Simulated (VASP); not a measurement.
# Mn2ZnAs2 (P-3m1) in VASP: a series of runs, part 2 of 2

VASP 6.6.1.

**4. Single point, PBE, collinear spin, ferromagnetic start**

INCAR

```
SYSTEM = Mn2ZnAs2
  ALGO = Normal
  EDIFF = 1E-6
  ENCUT = 520
  GGA = PE
  ISIF = 2
  ISMEAR = -1
  ISPIN = 2
  LASPH = .True.
  LCHARG = .False.
  LMAXMIX = 4
  LORBIT = 11
  LREAL = .False.
  LWAVE = .False.
  MAGMOM = 4.5 4.5 0 0 0
  NBANDS = 36
  NELM = 150
  PREC = Accurate
  SIGMA = 0.05
```

KPOINTS

```
k-points
0
Gamma
  8 8 5
  0 0 0
```

POSCAR

```
Mn2ZnAs2
1.0
    4.0990000000      0.0000000000      0.0000000000
   -2.0495000000      3.5498381300      0.0000000000
    0.0000000000      0.0000000000      6.5720000000
Mn Zn As
2 1 2
Direct
    0.3333333300      0.6666666700      0.3694400000
    0.6666666700      0.3333333300      0.6305600000
    0.0000000000      0.0000000000      0.0000000000
    0.3333333300      0.6666666700      0.7679300000
    0.6666666700      0.3333333300      0.2320700000
```

Potentials or basis: VASP PAW PBE potentials, release 64 (Mn_pv, Zn, As).

The run is started by

```sh
> cat potpaw_PBE.64/Mn_pv/POTCAR potpaw_PBE.64/Zn/POTCAR potpaw_PBE.64/As/POTCAR > POTCAR
> mpirun -np 1 vasp_std > vasp.out
```

OUTCAR:

```text
SYSTEM = Mn2ZnAs2
   EDIFF = 1E-6
   ENCUT = 520
   GGA = PE
   ISIF = 2
   ISMEAR = -1
   ISPIN = 2
   LASPH = .True.
   LORBIT = 11
   LREAL = .False.
   NELM = 150
   PREC = Accurate

 ion  position               nearest neighbor table
   1  0.333  0.667  0.369-   5 2.53   5 2.53   5 2.53   4 2.62   2 2.92   2 2.92   2 2.92
   2  0.667  0.333  0.631-   4 2.53   4 2.53   4 2.53   5 2.62   1 2.92   1 2.92   1 2.92
   3  0.000  0.000  0.000-   4 2.82   5 2.82   4 2.82   5 2.82   5 2.82   4 2.82
   4  0.333  0.667  0.768-   2 2.53   2 2.53   2 2.53   1 2.62   3 2.82   3 2.82   3 2.82
   5  0.667  0.333  0.232-   1 2.53   1 2.53   1 2.53   2 2.62   3 2.82   3 2.82   3 2.82

  LATTYP: Found a hexagonal cell.
 ALAT       =     4.0990000000
 C/A-ratio  =     1.6033178824

  Lattice vectors:

 A1 = (   4.0990000000,   0.0000000000,   0.0000000000)
 A2 = (  -2.0495000000,   3.5498381300,   0.0000000000)
 A3 = (   0.0000000000,   0.0000000000,   6.5720000000)

Analysis of symmetry for initial positions (statically):
=====================================================================
 Subroutine PRICEL returns:
 Original cell was already a primitive cell.

 Routine SETGRP: Setting up the symmetry group for a
 hexagonal supercell.

 Subroutine GETGRP returns: Found 12 space group operations
 (whereof 12 operations were pure point group operations)
 out of a pool of 24 trial point group operations.

The static configuration has the point symmetry D_3d.

Analysis of symmetry for dynamics (positions and initial velocities):
=====================================================================
 Subroutine PRICEL returns:
 Original cell was already a primitive cell.

 Routine SETGRP: Setting up the symmetry group for a
 hexagonal supercell.

 Subroutine GETGRP returns: Found 12 space group operations
 (whereof 12 operations were pure point group operations)
 out of a pool of 24 trial point group operations.

The dynamic configuration has the point symmetry D_3d.
[... 169 lines left out ...]
 cond. band min:       4.8829495229   @ k =   0.0000   0.2500   0.4000
 fundamental gap:      0.0090384433
 Fermi energy:         4.8789004740

 spin component 1

 k-point     1 :       0.0000    0.0000    0.0000
  band No.  band energies     occupation
      1     -44.9883      1.00000
      2     -44.9883      1.00000
      3     -44.9604      1.00000
      4     -44.9604      1.00000
      5     -44.8637      1.00000
      6     -44.8350      1.00000
[... 925 lines left out ...]
     35      11.4727      0.00000
     36      12.0807      0.00000

 [... further k-points ...]

 spin component 2

 k-point     1 :       0.0000    0.0000    0.0000
  band No.  band energies     occupation
      1     -41.3271      1.00000
      2     -41.2937      1.00000
      3     -41.2808      1.00000
      4     -41.2808      1.00000
      5     -41.2478      1.00000
      6     -41.2478      1.00000
[... 925 lines left out ...]
     35      11.9741      0.00000
     36      12.7089      0.00000

 [... further k-points ...]

------------------------ aborting loop because EDIFF is reached ----------------------------------------

  FORCE on cell =-STRESS in cart. coord.  units (eV):
  Direction    XX          YY          ZZ          XY          YZ          ZX
  --------------------------------------------------------------------------------------
  -------------------------------------------------------------------------------------
  Total       -1.7353610     -1.7353610     -3.1318888     -0.0000000     -0.0000000      0.0000000
  in kB      -29.0747773    -29.0747773    -52.4726380     -0.0000000     -0.0000000      0.0000000
  external PRESSURE =     -36.8740642 kB  Pullay stress =       0.0000000 kB

 VOLUME and BASIS-vectors are now :
 -----------------------------------------------------------------------------
  energy-cutoff  :      520.00
  volume of cell :       95.63
      direct lattice vectors                 reciprocal lattice vectors
     4.099000000  0.000000000  0.000000000     0.243961942  0.140851493  0.000000000
    -2.049500000  3.549838130  0.000000000     0.000000000  0.281702986  0.000000000
     0.000000000  0.000000000  6.572000000     0.000000000  0.000000000  0.152160682

 POSITION                                       TOTAL-FORCE (eV/Angst)
 -----------------------------------------------------------------------------------
     -0.00000      2.36656      2.42796         0.000000      0.000000      0.300931
      2.04950      1.18328      4.14404        -0.000000      0.000000     -0.300931
      0.00000      0.00000      0.00000        -0.000000      0.000000     -0.000000
     -0.00000      2.36656      5.04684         0.000000     -0.000000     -0.570223
      2.04950      1.18328      1.52516        -0.000000      0.000000      0.570223
 -----------------------------------------------------------------------------------
    total drift:                                0.000000      0.000000      0.000000

  FREE ENERGIE OF THE ION-ELECTRON SYSTEM (eV)
  ---------------------------------------------------
  free  energy   TOTEN  =       -27.7839180399 eV

  energy  without entropy=      -27.7292137299  energy(sigma->0) =      -27.75656588

 total charge

# of ion       s       p       d       tot
------------------------------------------
    1        0.281   6.199   5.024  11.504
    2        0.281   6.199   5.024  11.504
    3        0.552   0.284   9.760  10.597
    4        1.232   1.504   0.043   2.779
    5        1.232   1.504   0.043   2.779
--------------------------------------------------
tot          3.579  15.689  19.893  39.161

 magnetization (x)

# of ion       s       p       d       tot
------------------------------------------
    1        0.038   0.027   3.405   3.471
    2        0.038   0.027   3.405   3.471
    3        0.045   0.002   0.002   0.048
    4        0.012  -0.110   0.010  -0.088
    5        0.012  -0.110   0.010  -0.088
--------------------------------------------------
tot          0.145  -0.163   6.832   6.814
```

stdout:

```text
POSCAR found type information on POSCAR MnZnAs
 POSCAR found :  3 types and       5 ions
 scaLAPACK will be used
 LDA part: xc-table for (Slater+PW92), standard interpolation
 POSCAR, INCAR and KPOINTS ok, starting setup
 FFT: planning ... GRIDC
 FFT: planning ... GRID_SOFT
 FFT: planning ... GRID
 WAVECAR not read
 entering main loop
```

It took 1.8 min on 1 thread of AMD EPYC 9R45 (Zen 5), shared host; peak memory 0.34 GiB.

What came out:

- Free energy: -27.7839 eV
- Pressure: -3.7 GPa
- Largest force: 0.570 eV/Å
- Net moment: 7.22 μB per cell
- Site moments: Mn +3.47; Zn +0.05; As -0.09 μB
- Valence electrons inside the program's atomic spheres: Mn 11.50; Zn 10.60; As 2.78

Forces in eV/Å, atoms in the order of the input:
```
Mn   0.000  0.000  0.301
Mn   0.000  0.000 -0.301
Zn   0.000  0.000  0.000
As   0.000  0.000 -0.570
As   0.000  0.000  0.570
```

Stress tensor (GPa, compression positive):
```
-2.91  0.00  0.00
 0.00 -2.91  0.00
 0.00  0.00 -5.25
```

Caveat: the cell stands under tension; the run started ferromagnetic, and an antiferromagnetic order may lie lower in energy.

**5. Summary**

```csv
level,spin,gap on the mesh (eV),pressure (GPa),largest force (eV/Å)
PBE,off,none,-15.9,1.97
r2SCAN,off,none,-18.8,2.27
PBE,"collinear, ferromagnetic start",none,-3.7,0.57
```

Alike in all rows: task single point; potentials or basis VASP PAW PBE potentials, release 64 (Mn_pv, Zn, As); cell as given; k mesh 8 × 8 × 5; cutoff (eV) 520; smearing fermi-dirac 0.05 eV.

The pressure there spans -18.8 GPa (r2SCAN) to -3.7 GPa (PBE); a positive pressure means that this level wants a larger cell, a negative one a smaller.

Caveats: the cell stands under tension; forces of over 1 eV/Å act on the atoms, so gaps and moduli don't describe the material at rest (at least some runs); the PAW data sets were made with another functional, which shifts forces and pressure a little (at least some runs); the run started ferromagnetic, and an antiferromagnetic order may lie lower in energy (at least some runs).

Total energies depend on the potentials used, so only differences within one code and one set of settings carry meaning.
